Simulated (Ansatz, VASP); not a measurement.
**One calculation of AgCl, two programs**

File INCAR:

```
SYSTEM = AgCl
PREC = Accurate ; ENCUT = 520
EDIFF = 1E-6 ; ISMEAR = 0
SIGMA = 0.05 ; LREAL = .False.
LASPH = .True. ; NELM = 100
ALGO = Normal ; ISIF = 2
LWAVE = .False. ; LCHARG = .True.
GGA = PE ; LELF = .True.
LVHAR = .True. ; NBANDS = 26
```

KPOINTS

```
regular mesh
0
Gamma
  8 8 8
  0 0 0
```

The input POSCAR:

```
AgCl
1.0
    3.7418194060      0.0000000000      0.0000000000
    0.0000000000      0.0000000000     -3.9240373500
   -1.8709097030      5.5565952358      0.0000000000
Ag Cl
2 2
Direct
    0.6079437580      0.2500000000      0.2158875160
    0.3965554000      0.7500000000      0.7931108000
    0.1345512700      0.7500000000      0.2691025400
    0.8654487300      0.2500000000      0.7308974600
```

Input for Ansatz:

```yaml
crystal:
  lattice:
    - [3.741819406, 0.0, 0.0]
    - [0.0, 0.0, -3.92403735]
    - [-1.870909703, 5.5565952358, 0.0]
  atoms:
    - { symbol: Ag, position: [0.607943758, 0.25, 0.215887516] }
    - { symbol: Ag, position: [0.3965554, 0.75, 0.7931108] }
    - { symbol: Cl, position: [0.13455127, 0.75, 0.26910254] }
    - { symbol: Cl, position: [0.86544873, 0.25, 0.73089746] }
basis:
  ecutwfc: 420
  fft_grid_basis: typed
kpoints:
  mp_grid: { grid: [8, 8, 8] }
hamiltonian:
  xc: pbe
  pseudopotentials: { kind: paw }
scf:
  occupations: { method: gaussian, width: 0.05 }
output:
  forces: true
  stress: true
  eigenvalues: true
  bader: true
  write_density: true
  volumetric_format: npy
```

Alike in both runs: task single point; functional PBE; k mesh 8 × 8 × 8; occupations gaussian, width 0.05 eV; no spin polarisation.

|  | VASP | Ansatz |
| --- | --- | --- |
| version | VASP 6.6.1 | Ansatz 0.2.0 |
| potentials or method | VASP PAW PBE potentials, release 64 (Ag, Cl), cutoff 520 eV | scalar-relativistic, plane waves, PAW |
| valence electrons in the cell | 36 | 52 |

|  | VASP | Ansatz | Ansatz less VASP |
| --- | --- | --- | --- |
| gap on the k mesh at the Fermi level (eV) | 0.44 | 0.44 | +0.001 |
| pressure (GPa) | 1.6 | 1.8 | +0.14 |
| traceless stress, the component that is largest in VASP (GPa) | 0.09 | 0.05 | -0.045 |
| rms of the force components (eV/Å) | 0.013 | 0.013 | -0.0002 |

Atom by atom the forces differ by 0.002 eV/Å (rms over components). With one functional, cell and mesh, what is left measures potentials, basis and numerics. VASP's potentials hold 36 valence electrons a cell and Ansatz's 52, so a difference there can come from the potentials and not from the codes.
